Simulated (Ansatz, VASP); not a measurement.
# One calculation of O, two programs

```
CELL_PARAMETERS angstrom
2.90733 -1.69502 0.00000
2.90733 1.69502 0.00000
-2.44145 0.00000 3.71858
ATOMIC_POSITIONS crystal
O 0.97455 0.97455 0.84443
O 0.02545 0.02545 0.15557
```

Alike in both runs: task single point; functional r2SCAN; k mesh 10 × 10 × 7; occupations fermi-dirac, width 0.05 eV; no spin polarisation.

```csv
,VASP,Ansatz
version,VASP 6.6.1,Ansatz 0.2.0
potentials or method,"VASP PAW PBE potentials, release 64 (O)",Ansatz PAW
plane-wave cutoff (eV),520,500
valence electrons in the cell,12,12
```

|  | VASP | Ansatz | Ansatz less VASP |
| --- | --- | --- | --- |
| gap on the k mesh at the Fermi level (eV) | none | none | - |
| pressure (GPa) | -5.4 | -7.1 | -1.63 |
| traceless stress, the component that is largest in VASP (GPa) | -4.37 | -7.36 | -2.996 |
| rms of the force components (eV/Å) | 0.837 | 1.442 | +0.6047 |

VASP's potentials were made for PBE, not for r2SCAN. Atom by atom the forces differ by 0.606 eV/Å (rms over components). A gap of «none» marks a metal or a gap that the smearing closes.

Noted on VASP's run: the standard files for N, O and F lose accuracy on very short bonds; spin is off for a triplet molecule. Noted on Ansatz's run: spin is off for a triplet molecule.
